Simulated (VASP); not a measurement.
# Ni (P6/mmm) in VASP: a series of runs, part 2 of 3

VASP 6.6.1. The steps go on from the part before.

## Step 4: Relaxation of cell and atoms, BLYP

This run uses another cell than the first one, of 10.94 Å³/atom, 0.904 times its volume.

INCAR reads:

```
PREC     = Accurate       # precision mode
ENCUT    = 600            # plane-wave cutoff, eV
EDIFF    = 1E-6           # SCF threshold, eV
ISMEAR   = -1             # smearing method
SIGMA    = 0.1            # smearing width, eV
LREAL    = False          # projectors in reciprocal space
LASPH    = True           # aspherical terms in the spheres
NELM     = 80             # most SCF steps
ALGO     = Normal         # electronic algorithm
ISIF     = 3              # what is computed and relaxed
LWAVE    = False          # write WAVECAR
LCHARG   = False          # write CHGCAR
GGA      = B5             # functional
ALDAX    = 1.0          
AGGAX    = 1.0          
AGGAC    = 1.0          
ALDAC    = 0.0          
IBRION   = 2              # ionic algorithm
NSW      = 80             # ionic steps
EDIFFG   = -0.01          # ionic threshold
```

KPOINTS reads:

```
regular mesh
0
Gamma
  9 9 13
```

POSCAR reads:

```
Ni
1.0
    3.9540713024      0.0000000000      0.0000000000
   -1.9770356512      3.4243261962      0.0000000000
    0.0000000000      0.0000000000      2.4238457083
Ni
3
Direct
    0.0000000000      0.0000000000      0.0000000000
    0.3333333333      0.6666666667      0.5000000000
    0.6666666667      0.3333333333      0.5000000000
```

Potentials or basis: VASP PAW PBE potentials, release 64 (Ni).

Started as:

```console
cat potpaw_PBE.64/Ni/POTCAR > POTCAR
mpirun -np 1 vasp_std > vasp.out
```

OUTCAR:

```text
PREC = Accurate
   ENCUT = 600
   EDIFF = 1E-6
   ISMEAR = -1
   LREAL = False
   LASPH = True
   NELM = 80
   ISIF = 3
   GGA = B5
   IBRION = 2
   NSW = 80
   EDIFFG = -0.01

 ion  position               nearest neighbor table
   1  0.000  0.000  0.000-   2 2.58   3 2.58   2 2.58   3 2.58   2 2.58   2 2.58   3 2.58   3 2.58
                             3 2.58   3 2.58   2 2.58   2 2.58
   2  0.333  0.667  0.500-   3 2.28   3 2.28   3 2.28   1 2.58   1 2.58   1 2.58   1 2.58   1 2.58
                             1 2.58
   3  0.667  0.333  0.500-   2 2.28   2 2.28   2 2.28   1 2.58   1 2.58   1 2.58   1 2.58   1 2.58
                             1 2.58

  LATTYP: Found a hexagonal cell.
 ALAT       =     3.9540713024
 C/A-ratio  =     0.6130000000

  Lattice vectors:

 A1 = (   3.9540713024,   0.0000000000,   0.0000000000)
 A2 = (  -1.9770356512,   3.4243261962,   0.0000000000)
 A3 = (   0.0000000000,   0.0000000000,   2.4238457083)

Analysis of symmetry for initial positions (statically):
=====================================================================
 Subroutine PRICEL returns:
 Original cell was already a primitive cell.

 Routine SETGRP: Setting up the symmetry group for a
 hexagonal supercell.

 Subroutine GETGRP returns: Found 24 space group operations
 (whereof 24 operations were pure point group operations)
 out of a pool of 24 trial point group operations.

The static configuration has the point symmetry D_6h.

Analysis of symmetry for dynamics (positions and initial velocities):
=====================================================================
 Subroutine PRICEL returns:
 Original cell was already a primitive cell.

 Routine SETGRP: Setting up the symmetry group for a
 hexagonal supercell.

 Subroutine GETGRP returns: Found 24 space group operations
 (whereof 24 operations were pure point group operations)
 out of a pool of 24 trial point group operations.

The dynamic configuration has the point symmetry D_6h.

 Subroutine INISYM returns: Found 24 space group operations
 (whereof 24 operations are pure point group operations),
 and found     1 'primitive' translations

----------------------------------------------------------------------------------------

                                     Primitive cell

  volume of cell :      32.8189

  direct lattice vectors                    reciprocal lattice vectors
     3.954071302  0.000000000  0.000000000     0.252903887  0.146014127  0.000000000
    -1.977035651  3.424326196  0.000000000     0.000000000  0.292028254  0.000000000
     0.000000000  0.000000000  2.423845708     0.000000000  0.000000000  0.412567515

  length of vectors
     3.954071302  3.954071302  2.423845708     0.292028254  0.292028254  0.412567515

  position of ions in fractional coordinates (direct lattice)
     0.000000000  0.000000000  0.000000000
     0.333333333  0.666666667  0.500000000
     0.666666667  0.333333333  0.500000000

  ion indices of the primitive-cell ions
   primitive index   ion index
                 1           1
                 2           2
                 3           3

----------------------------------------------------------------------------------------
[... 51 lines left out ...]
 [... further k-points ...]
   k-points           NKPTS =     84   k-points in BZ     NKDIM =     84   number of bands    NBANDS=     19
   number of dos      NEDOS =    301   number of ions     NIONS =      3
   total plane-waves  NPLWV =  20480
   dimension x,y,z NGX =    32 NGY =   32 NGZ =   20
   dimension x,y,z NGXF=    64 NGYF=   64 NGZF=   40
   ions per type =               3
   NGX,Y,Z   is equivalent  to a cutoff of  13.45, 13.45, 13.72 a.u.
   NGXF,Y,Z  is equivalent  to a cutoff of  26.91, 26.91, 27.44 a.u.
 SYSTEM =  unknown system
   PREC   = accura    normal or accurate (medium, high low for compatibility)
   ISTART =      0    job   : 0-new  1-cont  2-samecut
   ICHARG =      2    charge: 1-file 2-atom 10-const
   ISPIN  =      1    spin polarized calculation?
   LNONCOLLINEAR =      F non collinear calculations
   LSORBIT =      F    spin-orbit coupling
   LASPH  =      T    aspherical Exc in radial PAW
   ENCUT  =  600.0 eV  44.10 Ry    6.64 a.u.   7.90  7.90  4.84*2*pi/ulx,y,z
   NELM   =     80;   NELMIN=  2; NELMDL= -5     # of ELM steps
   EDIFF  = 0.1E-05   stopping-criterion for ELM
   LREAL  =      F    real-space projection
   EDIFFG = -.1E-01   stopping-criterion for IOM
   NSW    =     80    number of steps for IOM
   IBRION =      2    ionic relax: 0-MD 1-quasi-New 2-CG
   NFREE  =      1    steps in history (QN), initial steepest desc. (CG)
   ISIF   =      3    stress and relaxation
   ISYM   =      2    0-nonsym 1-usesym 2-fastsym
   POTIM  = 0.5000    time-step for ionic-motion
   TEBEG  =    0.0;   TEEND  =   0.0 temperature during run
   PSTRESS=    0.0 pullay stress
   NELECT =      30.0000    total number of electrons
   NUPDOWN=      -1.0000    fix difference up-down
   EMIN   =  10.00;   EMAX   =-10.00  energy-range for DOS
   EFERMI =   0.00;   METHOD = LEGACY
   ISMEAR =    -1;   SIGMA  =   0.10  broadening in eV -4-tet -1-fermi 0-gaus
   EFERMI_NEDOS =   21; number of points for ismear=-14 and -15
   IALGO  =     38    algorithm
   IMIX   =      4    mixing-type and parameters
     AMIX     =   0.40;   BMIX     =  1.00
     AMIX_MAG =   1.60;   BMIX_MAG =  1.00
  volume/ion in A,a.u.               =      10.94        73.82
  Fermi-wavevector in a.u.,A,eV,Ry     =   1.588816  3.002428 34.345698  2.524338
  Thomas-Fermi vector in A             =   2.687762
   LORBIT       =      0    0 simple, 1 ext, 2 COOP (PROOUT), +10 PAW based schemes
   GGA     = B5    functional components
   LHFCALC =     F    Hartree Fock is set to
   AEXX    =    0.0000 exact exchange contribution
   IVDW    =     0    specifies the selected vdW correction
   LEPSILON=     F    determine dielectric tensor
   LRPA    =     F    only Hartree local field effects (RPA)
 conjugate gradient relaxation of ions
 non-spin polarized calculation
  energy-cutoff  :      600.00
  volume of cell :       32.82
 maximum number of plane-waves:      1110
 NGX is ok and might be reduce to    32
   NGX = 15   NGY = 15   NGZ =  9

--------------------------------------- Ionic step        1  -------------------------------------------

 number of electron      30.0000011 magnetization

 Free energy of the ion-electron system (eV)
  ---------------------------------------------------
  ext. energy  EPLUGINS =         0.00000000
  ---------------------------------------------------
  free energy    TOTEN  =       -13.45899111 eV

  energy without entropy =      -13.20126735  energy(sigma->0) =      -13.33012923

------------------------ aborting loop because EDIFF is reached ----------------------------------------

  FORCE on cell =-STRESS in cart. coord.  units (eV):
  Direction    XX          YY          ZZ          XY          YZ          ZX
  --------------------------------------------------------------------------------------
  -------------------------------------------------------------------------------------
  Total        2.8493777      2.8493777      1.5800456      0.0000000      0.0000000      0.0000000
  in kB      139.1028452    139.1028452     77.1357328      0.0000000      0.0000000      0.0000000
  external PRESSURE =     118.4471410 kB  Pullay stress =       0.0000000 kB
[... 172 lines left out ...]
--------------------------------------- Ionic step        6  -------------------------------------------

 number of electron      30.0000000 magnetization

 Free energy of the ion-electron system (eV)
  ---------------------------------------------------
  ext. energy  EPLUGINS =         0.00000000
  ---------------------------------------------------
  free energy    TOTEN  =       -13.53952417 eV

  energy without entropy =      -13.27134444  energy(sigma->0) =      -13.40543431

 E-fermi :   8.7652     XC(G=0): -12.2697

 val. band max:        8.7639674461   @ k =   0.3333   0.3333   0.4615
 cond. band min:       8.7657575940   @ k =   0.4444   0.1111   0.2308
 fundamental gap:      0.0017901479
 Fermi energy:         8.7651846791

 k-point     1 :       0.0000    0.0000    0.0000
  band No.  band energies     occupation
      1       0.5088      2.00000
      2       5.2670      2.00000
      3       6.3277      2.00000
      4       6.3277      2.00000
      5       6.3510      2.00000
      6       6.3510      2.00000
[... 505 lines left out ...]
      6       6.5059      2.00000
[... 11 lines left out ...]
     18       8.7688      0.98207
     19      19.8957      0.00000

 [... further k-points ...]

------------------------ aborting loop because EDIFF is reached ----------------------------------------

  FORCE on cell =-STRESS in cart. coord.  units (eV):
  Direction    XX          YY          ZZ          XY          YZ          ZX
  --------------------------------------------------------------------------------------
  -------------------------------------------------------------------------------------
  Total        0.0182170      0.0182170      0.0201147      0.0000000     -0.0000000      0.0000000
  in kB        0.8366400      0.8366400      0.9237943      0.0000000     -0.0000000      0.0000000
  external PRESSURE =       0.8656914 kB  Pullay stress =       0.0000000 kB
[... 18 lines left out ...]
  FREE ENERGIE OF THE ION-ELECTRON SYSTEM (eV)
  ---------------------------------------------------
  free  energy   TOTEN  =       -13.5395241678 eV

  energy  without entropy=      -13.2713444442  energy(sigma->0) =      -13.40543431

 reached required accuracy - stopping structural energy minimisation
```

Run time: 2.3 min. Hardware: 1 thread of Intel Xeon 6975P-C (Granite Rapids), shared host; peak memory 0.19 GiB.

Results:

```yaml
Free_energy: -13.5395 eV
Relaxed_volume: 11.63 Å³/atom
Relaxed_cell: a = 4.061 Å, b = 4.061 Å, c = 2.442 Å, α = 90.00°, β = 90.00°, γ = 120.00°
Space_group_after_relaxing_to_0.05_Å: P6/mmm (No. 191)
Energy_gained_by_relaxing: 26.8 meV/atom
Ionic_steps: 6
Pressure_after_relaxing: 0.1 GPa
Band_gap_on_the_k_mesh: zero (band 15 reaches 9.12 eV, above the bottom of band 16 at 8.60 eV)
```

The path:
```tsv
step	energy change (eV)	largest force (eV/Å)	pressure (GPa)	volume (Å³)
1	0.0000	0.0000	11.84	32.82
2	-0.0348	0.0000	-7.47	36.81
3	-0.0794	0.0000	-0.27	35.00
4	-0.0794	0.0000	-0.13	34.95
5	-0.0805	0.0000	0.04	34.90
6	-0.0805	0.0000	0.09	34.89
```

Final structure:
```cif
data_structure
_symmetry_space_group_name_H-M 'P 1'
_symmetry_Int_Tables_number 1
_cell_length_a 4.0612
_cell_length_b 4.0612
_cell_length_c 2.4423
_cell_angle_alpha 90.000
_cell_angle_beta 90.000
_cell_angle_gamma 120.000
_cell_volume 34.89
loop_
_atom_site_label
_atom_site_type_symbol
_atom_site_fract_x
_atom_site_fract_y
_atom_site_fract_z
_atom_site_occupancy
Ni1 Ni 0.00000 0.00000 0.00000 1
Ni2 Ni 0.33333 0.66667 0.50000 1
Ni3 Ni 0.66667 0.33333 0.50000 1
```

Caveat: the PAW data sets were made with another functional, which shifts forces and pressure a little; the run has no spin polarisation, though such a crystal can be magnetic. Spin polarisation is off, so any magnetic state and its effect on volume and gap are missing.

(Part 2 of 3 ends here.)
